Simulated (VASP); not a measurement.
NiO: single point with PBE+U

Crystal: NiO.

```
Ni O
1.0
     0.00000    2.09131    2.09131
     2.09131    0.00000    2.09131
     2.09131    2.09131    0.00000
Ni O
1 1
Cartesian
  0.0000 0.0000 0.0000
  2.0913 2.0913 2.0913
```

```
Program                : VASP 6.6.1
Task                   : single point
Functional             : PBE
Potentials or basis    : VASP PAW PBE potentials, release 64 (Ni, O)
Cutoff                 : 520 eV
k mesh                 : 11 × 11 × 11
Occupations            : fermi-dirac, width 0.05 eV
Spin                   : collinear spin, ferromagnetic start
Starting moments       : [1.0, 0.0] μB
Hubbard terms          : Ni d U = 3.0 eV
Dipole correction      : no
Further INCAR settings : ALGO = Normal; EDIFF = 1e-06; NBANDS = 19
```

| Item | Value |
| --- | --- |
| Pressure | 5.0 GPa |
| Band gap on the k mesh | 0.89 eV (least direct gap 1.70 eV) |
| Net moment | 2.00 μB per cell |
| Site moments | Ni +1.72; O +0.25 μB |
| Valence electrons inside the program's atomic spheres | Ni 8.96; O 5.01 |

Levels at points of the mesh, in eV from the valence-band top:
Spin up:
| k point | band 6 | band 7 | band 8 | band 9 | band 10 | band 11 | band 12 | band 13 |
| --- | --- | --- | --- | --- | --- | --- | --- | --- |
| (0.00, 0.00, 0.00) | -3.79 | -2.12 | -2.12 | -2.12 | 2.14 | 18.44 | 18.52 | 18.52 |
Spin down:
| k point | band 4 | band 5 | band 6 | band 7 | band 8 | band 9 | band 10 | band 11 |
| --- | --- | --- | --- | --- | --- | --- | --- | --- |
| (0.00, 0.00, 0.00) | -2.84 | -1.64 | -1.64 | -1.64 | 0.89 | 0.89 | 2.52 | 18.37 |

Eigenvalues of the final occupation matrices:
```
    site  spin  trace               eigenvalues
site 1 d     1   4.96  0.97 0.97 0.97 1.02 1.02
site 1 d     2   3.27  0.18 0.18 0.97 0.97 0.97
```

Wall time 69 s on 1 thread of Intel Xeon 8259CL, with other jobs on the host, peak memory 0.17 GiB.

Caveat: the cell stands under pressure; an odd mesh through Γ misses points on the zone boundary, where band edges can lie; a cell with one magnetic atom can't hold antiferromagnetic order, which such compounds often take. The state reached can hang on the start; a lower one may exist.
